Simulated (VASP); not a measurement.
# C (R-3m) in VASP: a series of runs

C is run at these levels: LDA; tasks: electric field gradients.

Program: VASP 6.6.1. These are calculated values, not measurements. Logs are shortened: lines on timing, memory, paths and dates and some standing lists are left out, and cuts for length are marked.

## Step 1: The cell of the first run

The structure is trigonal, space group R-3m (No. 166). The conventional cell has a = 2.497 Å, b = 2.497 Å, c = 6.301 Å, α = 90.00°, β = 90.00°, γ = 120.00°. C (site symmetry 3m) has 4 C at 1.53 to 1.58 Å within 2.0 Å.

## Step 2: Electric field gradients, LDA (equal xy, yz and zx shear strains of +2 %)

The input, INCAR:

```
  PREC = Accurate
  ENCUT = 520
  EDIFF = 1E-8
  ISMEAR = -1
  SIGMA = 0.08
  LREAL = False
  LASPH = True
  NELM = 100
  ALGO = Normal
  ISIF = 2
  LWAVE = False
  LCHARG = False
  LEFG = True
  NBANDS = 11
```

The input, KPOINTS:

```
regular mesh
0
Gamma
  20 20 20
```

The input, POSCAR:

```
C
1.0
    0.0356680000      1.8012340000      1.8012340000
    1.8012340000      0.0356680000      1.8012340000
    1.8012340000      1.8012340000      0.0356680000
C
2
Direct
    0.5000000000      0.5000000000      0.5000000000
    0.7500000000      0.7500000000      0.7500000000
```

Potentials or basis: VASP PAW LDA potentials, release 64 (C).

Run with:

```bash
$ cat potpaw_LDA.64/C/POTCAR > POTCAR
$ mpirun -np 1 vasp_std > vasp.out
```

OUTCAR:

```text
PREC = Accurate
   ENCUT = 520
   EDIFF = 1E-8
   ISMEAR = -1
   LREAL = False
   LASPH = True
   NELM = 100
   ISIF = 2

 ion  position               nearest neighbor table
   1  0.500  0.500  0.500-   2 1.53   2 1.53   2 1.53   2 1.58
   2  0.750  0.750  0.750-   1 1.53   1 1.53   1 1.53   1 1.58

  LATTYP: Found a trigonal (rhomboedric) cell.
 ALAT       =     2.5475792533
 COS(alpha) =     0.5197000882

  Lattice vectors:

 A1 = (   0.0356680000,   1.8012340000,   1.8012340000)
 A2 = (   1.8012340000,   0.0356680000,   1.8012340000)
 A3 = (   1.8012340000,   1.8012340000,   0.0356680000)

Analysis of symmetry for initial positions (statically):
=====================================================================
 Subroutine PRICEL returns:
 Original cell was already a primitive cell.

 Routine SETGRP: Setting up the symmetry group for a
 trigonal (rhombohedral) supercell.

 Subroutine GETGRP returns: Found 12 space group operations
 (whereof  6 operations were pure point group operations)
 out of a pool of 12 trial point group operations.

The static configuration has the point symmetry C_3v.
 The point group associated with its full space group is D_3d.

Analysis of symmetry for dynamics (positions and initial velocities):
=====================================================================
 Subroutine PRICEL returns:
 Original cell was already a primitive cell.

 Routine SETGRP: Setting up the symmetry group for a
 trigonal (rhombohedral) supercell.

 Subroutine GETGRP returns: Found 12 space group operations
 (whereof  6 operations were pure point group operations)
 out of a pool of 12 trial point group operations.

The dynamic configuration has the point symmetry C_3v.
 The point group associated with its full space group is D_3d.

 Subroutine INISYM returns: Found 12 space group operations
 (whereof  6 operations are pure point group operations),
 and found     1 'primitive' translations

----------------------------------------------------------------------------------------

                                     Primitive cell

  volume of cell :      11.3409

  direct lattice vectors                    reciprocal lattice vectors
     0.035668000  1.801234000  1.801234000    -0.285971728  0.280418879  0.280418879
     1.801234000  0.035668000  1.801234000     0.280418879 -0.285971728  0.280418879
     1.801234000  1.801234000  0.035668000     0.280418879  0.280418879 -0.285971728

  length of vectors
     2.547579253  2.547579253  2.547579253     0.488926708  0.488926708  0.488926708

  position of ions in fractional coordinates (direct lattice)
     0.500000000  0.500000000  0.500000000
     0.750000000  0.750000000  0.750000000

  ion indices of the primitive-cell ions
   primitive index   ion index
                 1           1
                 2           2

----------------------------------------------------------------------------------------

 KPOINTS: regular mesh

Automatic generation of k-mesh.
 Grid dimensions read from file:
 generate k-points for:   20   20   20

 Generating k-lattice:

  Cartesian coordinates                     Fractional coordinates (reciprocal lattice)
    -0.014298586  0.014020944  0.014020944     0.050000000  0.000000000  0.000000000
     0.014020944 -0.014298586  0.014020944     0.000000000  0.050000000  0.000000000
     0.014020944  0.014020944 -0.014298586     0.000000000  0.000000000  0.050000000

  Length of vectors
     0.024446335  0.024446335  0.024446335

  Shift w.r.t. Gamma in fractional coordinates (k-lattice)
     0.000000000  0.000000000  0.000000000

 Subroutine IBZKPT returns following result:
 ===========================================

 Found    781 irreducible k-points:

 Following reciprocal coordinates:
            Coordinates               Weight
  0.000000  0.000000  0.000000      1.000000
  0.050000  0.000000  0.000000      6.000000
  0.100000  0.000000  0.000000      6.000000
  0.150000  0.000000 -0.000000      6.000000
  0.200000  0.000000  0.000000      6.000000
  0.250000  0.000000  0.000000      6.000000
[... 16 lines left out ...]
 -0.400000  0.050000  0.000000     12.000000
 -0.350000  0.050000 -0.000000     12.000000
 [... further k-points ...]
   k-points           NKPTS =    781   k-points in BZ     NKDIM =    781   number of bands    NBANDS=     11
   number of dos      NEDOS =    301   number of ions     NIONS =      2
   total plane-waves  NPLWV =   8000
   dimension x,y,z NGX =    20 NGY =   20 NGZ =   20
   dimension x,y,z NGXF=    40 NGYF=   40 NGZF=   40
   ions per type =               2
   NGX,Y,Z   is equivalent  to a cutoff of  13.05, 13.05, 13.05 a.u.
   NGXF,Y,Z  is equivalent  to a cutoff of  26.10, 26.10, 26.10 a.u.
 SYSTEM =  unknown system
   PREC   = accura    normal or accurate (medium, high low for compatibility)
   ISTART =      0    job   : 0-new  1-cont  2-samecut
   ICHARG =      2    charge: 1-file 2-atom 10-const
   ISPIN  =      1    spin polarized calculation?
   LNONCOLLINEAR =      F non collinear calculations
   LSORBIT =      F    spin-orbit coupling
   LASPH  =      T    aspherical Exc in radial PAW
   ENCUT  =  520.0 eV  38.22 Ry    6.18 a.u.   4.74  4.74  4.74*2*pi/ulx,y,z
   NELM   =    100;   NELMIN=  2; NELMDL= -5     # of ELM steps
   EDIFF  = 0.1E-07   stopping-criterion for ELM
   LREAL  =      F    real-space projection
   EDIFFG = 0.1E-06   stopping-criterion for IOM
   NSW    =      0    number of steps for IOM
   IBRION =     -1    ionic relax: 0-MD 1-quasi-New 2-CG
   NFREE  =      0    steps in history (QN), initial steepest desc. (CG)
   ISIF   =      2    stress and relaxation
   ISYM   =      2    0-nonsym 1-usesym 2-fastsym
   POTIM  = 0.5000    time-step for ionic-motion
   TEBEG  =    0.0;   TEEND  =   0.0 temperature during run
   PSTRESS=    0.0 pullay stress
   NELECT =       8.0000    total number of electrons
   NUPDOWN=      -1.0000    fix difference up-down
   EMIN   =  10.00;   EMAX   =-10.00  energy-range for DOS
   EFERMI =   0.00;   METHOD = LEGACY
   ISMEAR =    -1;   SIGMA  =   0.08  broadening in eV -4-tet -1-fermi 0-gaus
   EFERMI_NEDOS =   21; number of points for ismear=-14 and -15
   IALGO  =     38    algorithm
   IMIX   =      4    mixing-type and parameters
     AMIX     =   0.40;   BMIX     =  1.00
     AMIX_MAG =   1.60;   BMIX_MAG =  1.00
  volume/ion in A,a.u.               =       5.67        38.27
  Fermi-wavevector in a.u.,A,eV,Ry     =   1.457323  2.753942 28.895930  2.123791
  Thomas-Fermi vector in A             =   2.574138
   LORBIT       =      0    0 simple, 1 ext, 2 COOP (PROOUT), +10 PAW based schemes
   GGA     = CA    functional components
   LHFCALC =     F    Hartree Fock is set to
   AEXX    =    0.0000 exact exchange contribution
   IVDW    =     0    specifies the selected vdW correction
   LEPSILON=     F    determine dielectric tensor
   LRPA    =     F    only Hartree local field effects (RPA)
 non-spin polarized calculation
  energy-cutoff  :      520.00
  volume of cell :       11.34
 maximum number of plane-waves:       319
   NGX =  9   NGY =  9   NGZ =  9

 number of electron       7.9999999 magnetization

 Free energy of the ion-electron system (eV)
  ---------------------------------------------------
  ext. energy  EPLUGINS =         0.00000000
  ---------------------------------------------------
  free energy    TOTEN  =       -20.21219618 eV

  energy without entropy =      -20.21219618  energy(sigma->0) =      -20.21219618

 E-fermi :  11.2878     XC(G=0): -13.5005

 val. band max:        9.7381284783   @ k =   0.0000   0.0000   0.0000
 cond. band min:      13.7994887644   @ k =   0.3500   0.3500   0.0000
 fundamental gap:      4.0613602861
 Fermi energy:        11.2878049470

 k-point     1 :       0.0000    0.0000    0.0000
  band No.  band energies     occupation
      1     -11.5986      2.00000
      2       9.6952      2.00000
      3       9.7381      2.00000
      4       9.7381      2.00000
      5      14.6145      0.00000
      6      15.5746      0.00000
      7      15.5746      0.00000
      8      23.3659      0.00000
      9      28.7557      0.00000
     10      36.3775      0.00000
     11      36.3775      0.00000
[... 309 lines left out ...]
 k-point    24 :      -0.3500    0.0500   -0.0000
  band No.  band energies     occupation
      1      -7.8437      2.00000
      2      -0.5198      2.00000
      3       6.6597      2.00000
      4       7.3364      2.00000
      5      17.4489      0.00000
      6      18.4061      0.00000
      7      18.7117      0.00000
      8      24.7794      0.00000
      9      30.3228      0.00000
     10      32.3072      0.00000
     11      34.1057      0.00000

 [... further k-points ...]
[... 5 lines left out ...]
  --------------------------------------------------------------------------------------
  -------------------------------------------------------------------------------------
  Total       -0.7812106     -0.7812106     -0.7812106     -0.7743986     -0.7743986     -0.7743986
  in kB     -110.3651302   -110.3651302   -110.3651302   -109.4027604   -109.4027604   -109.4027604
  external PRESSURE =    -110.3651302 kB  Pullay stress =       0.0000000 kB

 VOLUME and BASIS-vectors are now :
 -----------------------------------------------------------------------------
  energy-cutoff  :      520.00
  volume of cell :       11.34
      direct lattice vectors                 reciprocal lattice vectors
     0.035668000  1.801234000  1.801234000    -0.285971728  0.280418879  0.280418879
     1.801234000  0.035668000  1.801234000     0.280418879 -0.285971728  0.280418879
     1.801234000  1.801234000  0.035668000     0.280418879  0.280418879 -0.285971728

 POSITION                                       TOTAL-FORCE (eV/Angst)
 -----------------------------------------------------------------------------------
      1.81907      1.81907      1.81907         0.026401      0.026401      0.026401
      2.72860      2.72860      2.72860        -0.026401     -0.026401     -0.026401
 -----------------------------------------------------------------------------------
    total drift:                                0.000000     -0.000000      0.000000

  FREE ENERGIE OF THE ION-ELECTRON SYSTEM (eV)
  ---------------------------------------------------
  free  energy   TOTEN  =       -20.2121961764 eV

  energy  without entropy=      -20.2121961764  energy(sigma->0) =      -20.21219618

 Electric field gradients (V/A^2)
---------------------------------------------------------------------
 ion       V_xx      V_yy      V_zz      V_xy      V_xz      V_yz
---------------------------------------------------------------------
   1      -0.000    -0.000    -0.000     2.195     2.195     2.195
   2      -0.000    -0.000    -0.000     2.195     2.195     2.195
---------------------------------------------------------------------

 Electric field gradients after diagonalization (V/A^2)
 (convention: |V_zz| > |V_xx| > |V_yy|)
----------------------------------------------------------------------
 ion       V_xx      V_yy      V_zz     asymmetry (V_yy - V_xx)/ V_zz
----------------------------------------------------------------------
   1      -2.195    -2.195     4.390       0.000
   2      -2.195    -2.195     4.390       0.000
----------------------------------------------------------------------

           NMR quadrupolar parameters

 Cq : quadrupolar parameter    Cq=e*Q*V_zz/h
 eta: asymmetry parameters     (V_yy - V_xx)/ V_zz
 Q  : nuclear electric quadrupole moment in mb (millibarn)
----------------------------------------------------------------------
 ion       Cq(MHz)       eta       Q (mb)
----------------------------------------------------------------------
   1       0.011       0.000       1.000
   2       0.011       0.000       1.000
----------------------------------------------------------------------
```

It took 92 s on 1 thread of Intel Xeon 8259CL, shared host; peak memory 0.18 GiB.

Results:

```
Free energy                             : -20.2122 eV
Pressure                                : -11.0 GPa
Largest force                           : 0.046 eV/Å
Band gap on the k mesh                  : 4.06 eV (least direct gap 4.88 eV)
Largest electric field gradient by atom : C +4.4 V/Å²
```

Forces in eV/Å, atoms in the order of the input:
```
C    0.026  0.026  0.026
C   -0.026 -0.026 -0.026
```

Electric field gradients, principal values (V/Å²):
```
atom   least  middle  greatest (by size)
 1 C  -2.195  -2.195               4.390
 2 C  -2.195  -2.195               4.390
```

Caveat: the cell differs from its parent crystal (equal xy, yz and zx shear strains of +2 %); the cell stands under tension; without QUAD_EFG the Cq values of the log hold for a quadrupole moment of 1 mb, not for the nuclei. A k mesh can miss the band edges.

[end of part 1 of 2]
